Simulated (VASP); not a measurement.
# CdS (F-43m) in VASP: a series of runs

Runs on CdS. Level: PBE. Tasks: single point.

Everything below comes from runs of VASP 6.6.1. Logs are shortened: lines on timing, memory, paths and dates and some standing lists are left out, and cuts for length are marked.

**1. The cell of the first run**

It takes space group F-43m (No. 216, cubic). The conventional cell has a = 5.806 Å, b = 5.806 Å, c = 5.806 Å, α = 90.00°, β = 90.00°, γ = 90.00°. Cd (site symmetry -43m) has 4 S at 2.51 Å within 3.3 Å. S (site symmetry -43m) has 4 Cd at 2.51 Å within 3.3 Å.

**2. Single point, PBE (24.46 Å³/atom)**

INCAR reads:

```
SYSTEM = CdS
ALGO = Normal
EDIFF = 1E-6
ENCUT = 500
GGA = PE
GGA_COMPAT = .False.
ISIF = 2
ISMEAR = 0
LASPH = .True.
LCHARG = .True.
LELF = .True.
LREAL = .False.
LVHAR = .True.
LWAVE = .False.
NBANDS = 16
NELM = 120
PREC = Accurate
SIGMA = 0.01
```

KPOINTS reads:

```
k-points
0
Gamma
  6 6 6
  0 0 0
```

POSCAR reads:

```
CdS
1.0
    0.0000000000      2.9028000502      2.9028000502
    2.9028000502      0.0000000000      2.9028000502
    2.9028000502      2.9028000502      0.0000000000
Cd S
1 1
Direct
    0.0000000000      0.0000000000      0.0000000000
    0.2500000000      0.2500000000      0.2500000000
```

Potentials or basis: VASP PAW PBE potentials, release 64 (Cd, S).

The run is started by

```sh
$ cat potpaw_PBE.64/Cd/POTCAR potpaw_PBE.64/S/POTCAR > POTCAR
$ mpirun -np 1 vasp_std > vasp.out
```

OUTCAR:

```text
SYSTEM = CdS
   EDIFF = 1E-6
   ENCUT = 500
   GGA = PE
   ISIF = 2
   ISMEAR = 0
   LASPH = .True.
   LREAL = .False.
   NELM = 120
   PREC = Accurate

 ion  position               nearest neighbor table
   1  0.000  0.000  0.000-   2 2.51   2 2.51   2 2.51   2 2.51
   2  0.250  0.250  0.250-   1 2.51   1 2.51   1 2.51   1 2.51

  LATTYP: Found a face centered cubic cell.
 ALAT       =     5.8056001004

  Lattice vectors:

 A1 = (   0.0000000000,   2.9028000502,   2.9028000502)
 A2 = (   2.9028000502,   0.0000000000,   2.9028000502)
 A3 = (   2.9028000502,   2.9028000502,   0.0000000000)

Analysis of symmetry for initial positions (statically):
=====================================================================
 Subroutine PRICEL returns:
 Original cell was already a primitive cell.

 Routine SETGRP: Setting up the symmetry group for a
 face centered cubic supercell.

 Subroutine GETGRP returns: Found 24 space group operations
 (whereof 24 operations were pure point group operations)
 out of a pool of 48 trial point group operations.

The static configuration has the point symmetry T_d .

Analysis of symmetry for dynamics (positions and initial velocities):
=====================================================================
 Subroutine PRICEL returns:
 Original cell was already a primitive cell.

 Routine SETGRP: Setting up the symmetry group for a
 face centered cubic supercell.

 Subroutine GETGRP returns: Found 24 space group operations
 (whereof 24 operations were pure point group operations)
 out of a pool of 48 trial point group operations.

The dynamic configuration has the point symmetry T_d .

 Subroutine INISYM returns: Found 24 space group operations
 (whereof 24 operations are pure point group operations),
 and found     1 'primitive' translations

----------------------------------------------------------------------------------------

                                     Primitive cell

  volume of cell :      48.9194

  direct lattice vectors                    reciprocal lattice vectors
     0.000000000  2.902800050  2.902800050    -0.172247482  0.172247482  0.172247482
     2.902800050  0.000000000  2.902800050     0.172247482 -0.172247482  0.172247482
     2.902800050  2.902800050  0.000000000     0.172247482  0.172247482 -0.172247482

  length of vectors
     4.105179200  4.105179200  4.105179200     0.298341391  0.298341391  0.298341391

  position of ions in fractional coordinates (direct lattice)
     0.000000000  0.000000000  0.000000000
     0.250000000  0.250000000  0.250000000

  ion indices of the primitive-cell ions
   primitive index   ion index
                 1           1
                 2           2

----------------------------------------------------------------------------------------

 KPOINTS: k-points

Automatic generation of k-mesh.
 Grid dimensions read from file:
 generate k-points for:    6    6    6

 Generating k-lattice:

  Cartesian coordinates                     Fractional coordinates (reciprocal lattice)
    -0.028707914  0.028707914  0.028707914     0.166666667  0.000000000  0.000000000
     0.028707914 -0.028707914  0.028707914     0.000000000  0.166666667  0.000000000
     0.028707914  0.028707914 -0.028707914     0.000000000  0.000000000  0.166666667

  Length of vectors
     0.049723565  0.049723565  0.049723565

  Shift w.r.t. Gamma in fractional coordinates (k-lattice)
     0.000000000  0.000000000  0.000000000

 Subroutine IBZKPT returns following result:
 ===========================================

 Found     16 irreducible k-points:

 Following reciprocal coordinates:
            Coordinates               Weight
  0.000000  0.000000  0.000000      1.000000
  0.166667  0.000000  0.000000      8.000000
  0.333333  0.000000  0.000000      8.000000
  0.500000  0.000000  0.000000      4.000000
  0.166667  0.166667  0.000000      6.000000
  0.333333  0.166667  0.000000     24.000000
[... 8 lines left out ...]
 -0.333333  0.333333  0.166667     24.000000
 -0.333333  0.500000  0.166667     12.000000
   k-points           NKPTS =     16   k-points in BZ     NKDIM =     16   number of bands    NBANDS=     16
   number of dos      NEDOS =    301   number of ions     NIONS =      2
   total plane-waves  NPLWV =  27000
   dimension x,y,z NGX =    30 NGY =   30 NGZ =   30
   dimension x,y,z NGXF=    60 NGYF=   60 NGZF=   60
   ions per type =               1   1
   NGX,Y,Z   is equivalent  to a cutoff of  12.15, 12.15, 12.15 a.u.
   NGXF,Y,Z  is equivalent  to a cutoff of  24.30, 24.30, 24.30 a.u.
 SYSTEM =  CdS
   PREC   = accura    normal or accurate (medium, high low for compatibility)
   ISTART =      0    job   : 0-new  1-cont  2-samecut
   ICHARG =      2    charge: 1-file 2-atom 10-const
   ISPIN  =      1    spin polarized calculation?
   LNONCOLLINEAR =      F non collinear calculations
   LSORBIT =      F    spin-orbit coupling
   LASPH  =      T    aspherical Exc in radial PAW
[... 123 lines left out ...]
      4      -6.0291      2.00000
      5      -5.8217      2.00000
      6      -5.8012      2.00000
[... 8 lines left out ...]
     15      13.3287      0.00000
     16      14.4895      0.00000

 k-point     7 :       0.5000    0.1667    0.0000
  band No.  band energies     occupation
      1     -10.5468      2.00000
      2      -6.1960      2.00000
      3      -6.1583      2.00000
      4      -5.8777      2.00000
      5      -5.7986      2.00000
      6      -5.4351      2.00000
[... 8 lines left out ...]
     15      14.0736      0.00000
     16      14.3829      0.00000

 k-point     8 :      -0.3333    0.1667    0.0000
  band No.  band energies     occupation
      1     -10.5824      2.00000
      2      -6.1964      2.00000
      3      -6.1850      2.00000
      4      -5.8506      2.00000
      5      -5.8424      2.00000
      6      -5.5624      2.00000
[... 8 lines left out ...]
     15      13.6213      0.00000
     16      14.4010      0.00000

 k-point     9 :      -0.1667    0.1667    0.0000
  band No.  band energies     occupation
      1     -10.7631      2.00000
      2      -6.2581      2.00000
      3      -6.2353      2.00000
      4      -6.0739      2.00000
      5      -5.8650      2.00000
      6      -5.8069      2.00000
[... 8 lines left out ...]
     15      12.8272      0.00000
     16      14.8815      0.00000

 k-point    10 :       0.3333    0.3333    0.0000
  band No.  band energies     occupation
      1     -10.5842      2.00000
      2      -6.1159      2.00000
      3      -6.0843      2.00000
      4      -6.0843      2.00000
      5      -5.7763      2.00000
      6      -5.7362      2.00000
[... 8 lines left out ...]
     15      13.5369      0.00000
     16      16.9948      0.00000

 k-point    11 :       0.5000    0.3333    0.0000
  band No.  band energies     occupation
      1     -10.4791      2.00000
      2      -6.1309      2.00000
      3      -6.0367      2.00000
      4      -5.9851      2.00000
      5      -5.7757      2.00000
      6      -5.4033      2.00000
[... 8 lines left out ...]
     15      14.1750      0.00000
     16      15.1847      0.00000

 k-point    12 :      -0.3333    0.3333    0.0000
  band No.  band energies     occupation
      1     -10.4794      2.00000
      2      -6.1572      2.00000
      3      -6.0800      2.00000
      4      -5.8978      2.00000
      5      -5.8212      2.00000
      6      -5.2709      2.00000
[... 8 lines left out ...]
     15      12.8466      0.00000
     16      16.1945      0.00000

 k-point    13 :       0.5000    0.5000    0.0000
  band No.  band energies     occupation
      1     -10.4441      2.00000
      2      -6.1264      2.00000
      3      -5.9805      2.00000
      4      -5.9805      2.00000
      5      -5.7534      2.00000
      6      -5.3860      2.00000
[... 8 lines left out ...]
     15      13.8075      0.00000
     16      14.9729      0.00000

 k-point    14 :       0.5000    0.3333    0.1667
  band No.  band energies     occupation
      1     -10.5486      2.00000
      2      -6.1478      2.00000
      3      -6.1399      2.00000
      4      -5.9471      2.00000
      5      -5.8033      2.00000
      6      -5.5477      2.00000
[... 8 lines left out ...]
     15      14.5096      0.00000
     16      14.7320      0.00000

 k-point    15 :      -0.3333    0.3333    0.1667
  band No.  band energies     occupation
      1     -10.4794      2.00000
      2      -6.1442      2.00000
      3      -6.0990      2.00000
      4      -5.8875      2.00000
      5      -5.8258      2.00000
      6      -5.2683      2.00000
[... 8 lines left out ...]
     15      13.9759      0.00000
     16      14.8153      0.00000

 k-point    16 :      -0.3333    0.5000    0.1667
  band No.  band energies     occupation
      1     -10.4455      2.00000
      2      -6.1092      2.00000
      3      -6.0596      2.00000
      4      -5.9260      2.00000
      5      -5.8009      2.00000
      6      -5.2363      2.00000
[... 8 lines left out ...]
     15      14.6841      0.00000
     16      14.8103      0.00000

------------------------ aborting loop because EDIFF is reached ----------------------------------------

  FORCE on cell =-STRESS in cart. coord.  units (eV):
  Direction    XX          YY          ZZ          XY          YZ          ZX
  --------------------------------------------------------------------------------------
  -------------------------------------------------------------------------------------
  Total        1.2803925      1.2803925      1.2803925      0.0000000      0.0000000      0.0000000
  in kB       41.9345837     41.9345837     41.9345837      0.0000000      0.0000000      0.0000000
  external PRESSURE =      41.9345837 kB  Pullay stress =       0.0000000 kB

 VOLUME and BASIS-vectors are now :
 -----------------------------------------------------------------------------
  energy-cutoff  :      500.00
  volume of cell :       48.92
      direct lattice vectors                 reciprocal lattice vectors
     0.000000000  2.902800050  2.902800050    -0.172247482  0.172247482  0.172247482
     2.902800050  0.000000000  2.902800050     0.172247482 -0.172247482  0.172247482
     2.902800050  2.902800050  0.000000000     0.172247482  0.172247482 -0.172247482

 POSITION                                       TOTAL-FORCE (eV/Angst)
 -----------------------------------------------------------------------------------
      0.00000      0.00000      0.00000        -0.000000     -0.000000     -0.000000
      1.45140      1.45140      1.45140         0.000000      0.000000      0.000000
 -----------------------------------------------------------------------------------
    total drift:                               -0.000000     -0.000000     -0.000000

  FREE ENERGIE OF THE ION-ELECTRON SYSTEM (eV)
  ---------------------------------------------------
  free  energy   TOTEN  =        -6.1027878833 eV

  energy  without entropy=       -6.1027878833  energy(sigma->0) =       -6.10278788
```

It took 8.3 s on 1 thread of Intel Xeon 6975P-C (Granite Rapids), shared host; peak memory 0.17 GiB.

Results:

```yaml
Free_energy: -6.1028 eV
Pressure: 4.2 GPa
Band_gap_on_the_k_mesh: 1.18 eV
```

Levels at points of the mesh, in eV from the valence-band top:
| k point | band 6 | band 7 | band 8 | band 9 | band 10 | band 11 | band 12 | band 13 |
| --- | --- | --- | --- | --- | --- | --- | --- | --- |
| (0.00, 0.00, 0.00) | -7.28 | 0.00 | 0.00 | 0.00 | 1.18 | 6.54 | 6.54 | 6.54 |
| (0.50, 0.00, 0.00) | -6.89 | -4.49 | -0.77 | -0.77 | 3.04 | 7.01 | 7.01 | 7.52 |
| (0.50, 0.50, 0.00) | -6.83 | -4.02 | -1.93 | -1.93 | 3.53 | 4.37 | 9.29 | 10.87 |

Caveat: the cell stands under pressure.

**3. Single point, PBE (25.24 Å³/atom)**

This run uses another cell than the first one, of 25.24 Å³/atom.

INCAR reads:

```
PREC = Accurate
ENCUT = 500
EDIFF = 1E-6
ISMEAR = 0
SIGMA = 0.01
LREAL = False
LASPH = True
NELM = 120
ALGO = Normal
ISIF = 2
LWAVE = False
LCHARG = False
GGA = PE
NBANDS = 16
GGA_COMPAT = False
```

KPOINTS reads:

```
Automatic mesh
0
Gamma
  6 6 6
```

POSCAR reads:

```
CdS
1.0
    0.0000000000      2.9333580858      2.9333580858
    2.9333580858      0.0000000000      2.9333580858
    2.9333580858      2.9333580858      0.0000000000
Cd S
1 1
Direct
    0.0000000000      0.0000000000      0.0000000000
    0.2500000000      0.2500000000      0.2500000000
```

Potentials or basis: VASP PAW PBE potentials, release 64 (Cd, S).

The run is started by

```sh
$ cat potpaw_PBE.64/Cd/POTCAR potpaw_PBE.64/S/POTCAR > POTCAR
$ mpirun -np 1 vasp_std > vasp.out
```

It took 6.6 s on 1 thread of Intel Xeon 6975P-C (Granite Rapids), shared host; peak memory 0.17 GiB.

It converged, with:

```yaml
Free_energy: -6.1334 eV
Pressure: 2.1 GPa
Band_gap_on_the_k_mesh: 1.11 eV
```

Levels at points of the mesh, in eV from the valence-band top:
```tsv
k point	band 7	band 8	band 9	band 10	band 11	band 12
(0.00, 0.00, 0.00)	0.00	0.00	0.00	1.11	6.55	6.55
(0.50, 0.00, 0.00)	-4.30	-0.73	-0.73	2.99	7.01	7.01
(0.50, 0.50, 0.00)	-3.88	-1.82	-1.82	3.58	4.33	9.16
```

**4. Single point, PBE**

This run uses another cell than the first one, of 26.02 Å³/atom.

INCAR reads:

```
PREC = Accurate ; ENCUT = 500
EDIFF = 1E-6 ; ISMEAR = 0
SIGMA = 0.01 ; LREAL = False
LASPH = True ; NELM = 120
ALGO = Normal ; ISIF = 2
LWAVE = False ; LCHARG = False
GGA = PE ; NBANDS = 16
GGA_COMPAT = False
```

KPOINTS reads:

```
regular mesh
0
Gamma
  6 6 6
```

POSCAR reads:

```
CdS
1.0
    0.0000000000      2.9632923787      2.9632923787
    2.9632923787      0.0000000000      2.9632923787
    2.9632923787      2.9632923787      0.0000000000
Cd S
1 1
Direct
    0.0000000000      0.0000000000      0.0000000000
    0.2500000000      0.2500000000      0.2500000000
```

The run is started by

```sh
$ cat potpaw_PBE.64/Cd/POTCAR potpaw_PBE.64/S/POTCAR > POTCAR
$ mpirun -np 1 vasp_std > vasp.out
```

It took 5.9 s on 1 thread of Intel Xeon 6975P-C (Granite Rapids), shared host; peak memory 0.17 GiB.

The run converged. Its results:

```yaml
Free_energy: -6.1450 eV
Pressure: 0.3 GPa
Band_gap_on_the_k_mesh: 1.04 eV
```

Levels at points of the mesh, in eV from the valence-band top:
| k point | band 6 | band 7 | band 8 | band 9 | band 10 | band 11 | band 12 | band 13 |
| --- | --- | --- | --- | --- | --- | --- | --- | --- |
| (0.00, 0.00, 0.00) | -7.15 | 0.00 | 0.00 | 0.00 | 1.04 | 6.55 | 6.55 | 6.55 |
| (0.50, 0.00, 0.00) | -6.81 | -4.12 | -0.69 | -0.69 | 2.94 | 7.00 | 7.00 | 7.33 |
| (0.50, 0.50, 0.00) | -6.75 | -3.75 | -1.72 | -1.72 | 3.63 | 4.28 | 9.04 | 10.49 |

**5. Single point, PBE (26.80 Å³/atom)**

This run uses another cell than the first one, of 26.80 Å³/atom.

INCAR reads:

```
SYSTEM = CdS
  PREC = Accurate
  ENCUT = 500
  EDIFF = 1E-6
  ISMEAR = 0
  SIGMA = 0.01
  LREAL = .FALSE.
  LASPH = .TRUE.
  NELM = 120
  ALGO = Normal
  ISIF = 2
  LWAVE = .FALSE.
  LCHARG = .FALSE.
  GGA = PE
  NBANDS = 16
  GGA_COMPAT = .FALSE.
```

KPOINTS reads:

```
regular mesh
0
G
  6 6 6
  0 0 0
```

POSCAR reads:

```
CdS
1.0
    0.0000000000      2.9926338154      2.9926338154
    2.9926338154      0.0000000000      2.9926338154
    2.9926338154      2.9926338154      0.0000000000
Cd S
1 1
Direct
    0.0000000000      0.0000000000      0.0000000000
    0.2500000000      0.2500000000      0.2500000000
```

The run is started by

```sh
$ cat potpaw_PBE.64/Cd/POTCAR potpaw_PBE.64/S/POTCAR > POTCAR
$ mpirun -np 1 vasp_std > vasp.out
```

Run time: 5.5 s. Hardware: 1 thread of Intel Xeon 6975P-C (Granite Rapids), shared host; peak memory 0.17 GiB.

Results (log left out):

```yaml
Free_energy: -6.1406 eV
Pressure: -1.2 GPa
Band_gap_on_the_k_mesh: 0.97 eV
```

Levels at points of the mesh, in eV from the valence-band top:
```csv
k point,band 6,band 7,band 8,band 9,band 10,band 11,band 12,band 13
"(0.00, 0.00, 0.00)",-7.10,0.00,0.00,0.00,0.98,6.55,6.55,6.55
"(0.50, 0.00, 0.00)",-6.79,-3.96,-0.65,-0.65,2.89,6.99,6.99,7.23
"(0.50, 0.50, 0.00)",-6.73,-3.63,-1.63,-1.63,3.67,4.23,8.92,10.31
```

**6. Single point, PBE (27.58 Å³/atom)**

This run uses another cell than the first one, of 27.58 Å³/atom.

INCAR reads:

```
SYSTEM = CdS
ALGO = Normal ; EDIFF = 1E-6
ENCUT = 500 ; GGA = PE
GGA_COMPAT = .FALSE. ; ISIF = 2
ISMEAR = 0 ; LASPH = .TRUE.
LCHARG = .FALSE. ; LREAL = .FALSE.
LWAVE = .FALSE. ; NBANDS = 16
NELM = 120 ; PREC = Accurate
SIGMA = 0.01
```

KPOINTS reads:

```
k-points
0
G
  6 6 6
  0 0 0
```

POSCAR reads:

```
CdS
1.0
    0.0000000000      3.0214109059      3.0214109059
    3.0214109059      0.0000000000      3.0214109059
    3.0214109059      3.0214109059      0.0000000000
Cd S
1 1
Direct
    0.0000000000      0.0000000000      0.0000000000
    0.2500000000      0.2500000000      0.2500000000
```

Potentials or basis: VASP PAW PBE potentials, release 64 (Cd, S).

The run is started by

```sh
$ cat potpaw_PBE.64/Cd/POTCAR potpaw_PBE.64/S/POTCAR > POTCAR
$ mpirun -np 1 vasp_std > vasp.out
```

Wall time 6 s (1 thread of Intel Xeon 6975P-C (Granite Rapids), shared host); peak memory 0.17 GiB.

Results (log left out):

| Quantity | Value |
| --- | --- |
| Free energy | -6.1225 eV |
| Pressure | -2.5 GPa |
| Band gap on the k mesh | 0.91 eV |

Levels at points of the mesh, in eV from the valence-band top:
| k point | band 7 | band 8 | band 9 | band 10 | band 11 | band 12 |
| --- | --- | --- | --- | --- | --- | --- |
| (0.00, 0.00, 0.00) | 0.00 | 0.00 | 0.00 | 0.91 | 6.54 | 6.54 |
| (0.50, 0.00, 0.00) | -3.80 | -0.61 | -0.61 | 2.83 | 6.98 | 6.98 |
| (0.50, 0.50, 0.00) | -3.51 | -1.54 | -1.54 | 3.71 | 4.17 | 8.81 |

**7. Overview**

```csv
cell,gap on the mesh (eV),pressure (GPa)
"a = 4.105 Å, angles 60.0°, 2 atoms",1.18,4.2
"a = 4.148 Å, angles 60.0°, 2 atoms",1.11,2.1
"a = 4.191 Å, angles 60.0°, 2 atoms",1.04,0.3
"a = 4.232 Å, angles 60.0°, 2 atoms",0.97,-1.2
"a = 4.273 Å, angles 60.0°, 2 atoms",0.91,-2.5
```

Alike in all rows: task single point; level PBE; potentials or basis VASP PAW PBE potentials, release 64 (Cd, S); no spin polarisation; k mesh 6 × 6 × 6; cutoff (eV) 500; smearing gaussian 0.01 eV.

Caveats: the cell stands under pressure (at least some runs).

Absolute energies hang on the potentials; compare differences alone.
